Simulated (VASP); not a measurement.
The system is AlFe.

```
Al Fe
1.0
     2.93382    0.00000    0.00000
     0.00000    2.93382    0.00000
     0.00000    0.00000    2.93382
Al Fe
1 1
Direct
  0.00000 0.00000 0.00000
  0.50000 0.50000 0.50000
```

```yaml
Program: VASP 6.6.1
Task: relaxation of cell and atoms
Functional: RPBE
Potentials_or_basis: VASP PAW PBE potentials, release 64 (Al, Fe)
Cutoff: 600 eV
k_mesh: 9 × 9 × 9
Occupations: fermi-dirac, width 0.1 eV
Spin: no spin polarisation
```

At the start: pressure -6.8 GPa; volume 12.63 Å³/atom.

Problem. Where does the relaxation end?

Solution. Over 3 steps the energy falls by 12.2 meV/atom and the volume is 12.08 Å³/atom (-4.3 %); space group Pm-3m (No. 221, to 0.1 Å) before and after.

The path:
| step | energy change (eV) | largest force (eV/Å) | pressure (GPa) | volume (Å³) |
| --- | --- | --- | --- | --- |
| 1 | 0.0000 | 0.0000 | -6.81 | 25.25 |
| 2 | -0.0090 | 0.0000 | 6.21 | 23.34 |
| 3 | -0.0243 | 0.0000 | -0.02 | 24.16 |

Final structure:
```
Al Fe
1.0
     2.89081    0.00000    0.00000
     0.00000    2.89081    0.00000
     0.00000    0.00000    2.89081
Al Fe
1 1
Direct
  0.00000 0.00000 0.00000
  0.50000 0.50000 0.50000
```

Caveat: the PAW data sets were made with another functional, which shifts forces and pressure a little; the run has no spin polarisation, though such a crystal can be magnetic.
